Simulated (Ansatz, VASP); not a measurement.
# GaCo4 in VASP and in Ansatz

The input INCAR:

```
SYSTEM = GaCo4
PREC     = Accurate       ! precision mode
ENCUT    = 520            ! plane-wave cutoff, eV
EDIFF    = 1E-6           ! SCF threshold, eV
ISMEAR   = 0              ! smearing method
SIGMA    = 0.1            ! smearing width, eV
LREAL    = .FALSE.        ! projectors in reciprocal space
LASPH    = .TRUE.         ! aspherical terms in the spheres
NELM     = 150            ! most SCF steps
ALGO     = Fast           ! electronic algorithm
ISIF     = 2              ! what is computed and relaxed
LWAVE    = .FALSE.        ! write WAVECAR
LCHARG   = .FALSE.        ! write CHGCAR
ISPIN    = 2              ! spin polarisation
MAGMOM   = 0 3 3 3 3      ! initial moments
LORBIT   = 11             ! projections on sites
LMAXMIX  = 4              ! l up to which the mixer works
GGA      = PE             ! functional
NBANDS   = 36             ! bands
```

File KPOINTS:

```
regular mesh
0
G
  6 6 6
  0 0 0
```

The input POSCAR:

```
GaCo4
1.0
    1.2926790600      0.7463286000     10.0404443700
   -1.2926790600      0.7463286000     10.0404443700
    0.0000000000     -1.4926572100     10.0404443700
Ga Co
1 4
Direct
    0.0000000000      0.0000000000      0.0000000000
    0.4020630100      0.4020630100      0.4020630100
    0.7998120200      0.7998120200      0.7998120200
    0.2001879800      0.2001879800      0.2001879800
    0.5979369900      0.5979369900      0.5979369900
```

Input for Ansatz:

```yaml
crystal:
  lattice:
    - [1.29267906, 0.7463286, 10.04044437]
    - [-1.29267906, 0.7463286, 10.04044437]
    - [0.0, -1.49265721, 10.04044437]
  atoms:
    - { symbol: Ga, position: [0.0, 0.0, 0.0] }
    - { symbol: Co, position: [0.40206301, 0.40206301, 0.40206301], spin: 3.0 }
    - { symbol: Co, position: [0.79981202, 0.79981202, 0.79981202], spin: 3.0 }
    - { symbol: Co, position: [0.20018798, 0.20018798, 0.20018798], spin: 3.0 }
    - { symbol: Co, position: [0.59793699, 0.59793699, 0.59793699], spin: 3.0 }
basis:
  ecutwfc: 420
kpoints:
  mp_grid: { grid: [6, 6, 6] }
hamiltonian:
  xc: pbe
scf:
  occupations: { method: gaussian, width: 0.1 }
  lower_state_search: "off"
output:
  forces: true
  stress: true
  eigenvalues: true
  populations: true
magnetization:
  spin_polarized: true
```

Alike in both runs: task single point; functional PBE; k mesh 6 × 6 × 6; occupations gaussian, width 0.1 eV; collinear spin.

```csv
,VASP,Ansatz
version,VASP 6.6.1,Ansatz 0.2.0
potentials or method,"VASP PAW PBE potentials, release 64 (Ga_d, Co), cutoff 520 eV","scalar-relativistic, plane waves, PAW"
valence electrons in the cell,49,81
```

```csv
,VASP,Ansatz,Ansatz less VASP
gap on the k mesh at the Fermi level (eV),none,none,-
pressure (GPa),-1.3,-1.1,+0.14
"traceless stress, the component that is largest in VASP (GPa)",1.52,1.70,+0.184
rms of the force components (eV/Å),0.035,0.044,+0.0083
net moment per atom (μB),1.14,1.14,+0.001
size of the moment on the site where the two differ most (μB),1.64,1.69,+0.049
```

Site moments also hang on the region over which each program counts them. Atom by atom the forces differ by 0.014 eV/Å (rms over components). A gap of «none» marks a metal or a gap that the smearing closes. VASP's potentials hold 49 valence electrons a cell and Ansatz's 81, so a difference there can come from the potentials and not from the codes.

The k mesh is coarse, so the values compare programs but aren't converged.
